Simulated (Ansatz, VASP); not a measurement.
# Re: VASP beside Ansatz

```
Re
1.0
     2.76639    0.00000    0.00000
    -1.38319    2.39576    0.00000
     0.00000    0.00000    8.93885
Re
4
Direct
  0.00000 0.00000 0.00000
  0.33333 0.66667 0.25000
  0.00417 0.00835 0.50000
  0.66667 0.33333 0.75000
```

Alike in both runs: task single point; functional PBEsol; dispersion D4; k mesh 7 × 7 × 2; no spin polarisation.

|  | VASP | Ansatz |
| --- | --- | --- |
| version | VASP 6.6.1 | Ansatz 0.2.0 |
| potentials or method | VASP PAW PBE potentials, release 64 (Re) | plane waves, PAW |
| plane-wave cutoff (eV) | 520 | 420 |
| occupations | methfessel-paxton of order 1, width 0.3 eV | cold, width 0.3 eV |
| valence electrons in the cell | 28 | 60 |

|  | VASP | Ansatz | Ansatz less VASP |
| --- | --- | --- | --- |
| rms of the force components (eV/Å) | 0.024 | 0.027 | +0.0027 |

VASP's potentials were made for PBE, not for PBEsol. Atom by atom the forces differ by 0.003 eV/Å (rms over components). VASP's potentials hold 28 valence electrons a cell and Ansatz's 60, so a difference there can come from the potentials and not from the codes.

The k mesh is coarse, so the values compare programs but aren't converged. Neither program's run includes spin-orbit coupling.
